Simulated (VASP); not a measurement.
**Pd: single point with revPBE**

The system is Pd.

```xyz
1
Lattice="0.0000 1.9601 1.9601 1.9601 0.0000 1.9601 1.9601 1.9601 0.0000" Properties=species:S:1:pos:R:3 pbc="T T T"
Pd    0.0000    0.0000    0.0000
```

This cell differs from its parent crystal: volume scaled by 0.96.

| Quantity | Value |
| --- | --- |
| Program | VASP 6.6.1 |
| Task | single point |
| Functional | revPBE |
| Potentials or basis | VASP PAW PBE potentials, release 64 (Pd) |
| Cutoff | 500 eV |
| k mesh | 22 × 22 × 22 |
| Occupations | fermi-dirac, width 0.1 eV |
| Spin | no spin polarisation |

```yaml
Pressure: 6.5 GPa
Band_gap_on_the_k_mesh: zero (band 5 reaches 9.79 eV, above the bottom of band 6 at 8.25 eV)
```

Levels at points of the mesh, in eV from the Fermi level:
```csv
k point,band 1,band 2,band 3,band 4,band 5,band 6,band 7,band 8,band 9,band 10
"(0.00, 0.00, 0.00)",-6.97,-2.77,-2.77,-2.77,-1.22,-1.22,17.15,21.83,21.83,21.83
"(0.50, 0.00, 0.00)",-5.15,-2.81,-2.81,-0.06,-0.06,1.06,7.16,16.50,20.92,20.92
"(0.50, 0.50, 0.00)",-5.24,-4.96,-0.09,0.25,0.25,3.35,10.55,13.11,13.11,21.26
```

Wall time 30 s on 1 thread of Intel(R) Xeon(R) 6975P-C (Granite Rapids), with other jobs on the host, peak memory 0.16 GiB.

Caveat: the PAW data sets were made with another functional, which shifts forces and pressure a little.
